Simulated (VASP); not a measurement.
Wanted: the native input for a VASP 6.6.1 run.

- Task: relaxation of cell and atoms
- Functional: LDA
- Potentials or basis: VASP PAW LDA potentials, release 64 (Cu)
- Cutoff: 600 eV
- k mesh: 26 × 26 × 26
- Occupations: fermi-dirac, width 0.1 eV
- Spin: no spin polarisation
- Target pressure: 2 GPa
- Dipole correction: no
- Further INCAR settings: ALGO = Normal; EDIFF = 1e-06; IBRION = 2; EDIFFG = -0.002; NSW = 100; ISIF = 3

The structure of Cu lies in POSCAR:

```
Cu
1.0
    0.0000000000      1.7591561727      1.7591561727
    1.7591561727      0.0000000000      1.7591561727
    1.7591561727      1.7591561727      0.0000000000
Cu
1
Direct
    0.0000000000      0.0000000000      0.0000000000
```

The input as run:

INCAR

```
SYSTEM = Cu
  ALGO = Normal
  EDIFF = 1E-6
  EDIFFG = -0.002
  ENCUT = 600
  IBRION = 2
  ISIF = 3
  ISMEAR = -1
  LASPH = .True.
  LCHARG = .False.
  LREAL = .False.
  LWAVE = .False.
  NELM = 60
  NSW = 100
  PREC = Accurate
  PSTRESS = 20.0
  SIGMA = 0.1
```

KPOINTS

```
k-points
0
Gamma
  26 26 26
  0 0 0
```

Potentials or basis: VASP PAW LDA potentials, release 64 (Cu).

Command:

```console
$ cat potpaw_LDA.64/Cu/POTCAR > POTCAR
$ mpirun -np 1 vasp_std > vasp.out
```

Results of the run:

The relaxed volume is 10.83 Å³/atom and the relaxed cell is a = 2.483 Å, b = 2.483 Å, c = 2.483 Å, α = 60.00°, β = 60.00°, γ = 60.00°. The space group after relaxing (to 0.05 Å) is Fm-3m (No. 225), the energy change on relaxing (the enthalpy is what falls) is +0.5 meV/atom and the ionic steps are 13. The pressure after relaxing is 2.0 GPa.

Caveat: the cell is relaxed towards a set pressure, so the enthalpy falls and the energy may rise.

It took 67 s on 1 thread of Intel(R) Xeon(R) 6975P-C (Granite Rapids), with other jobs on the host, peak memory 0.19 GiB.
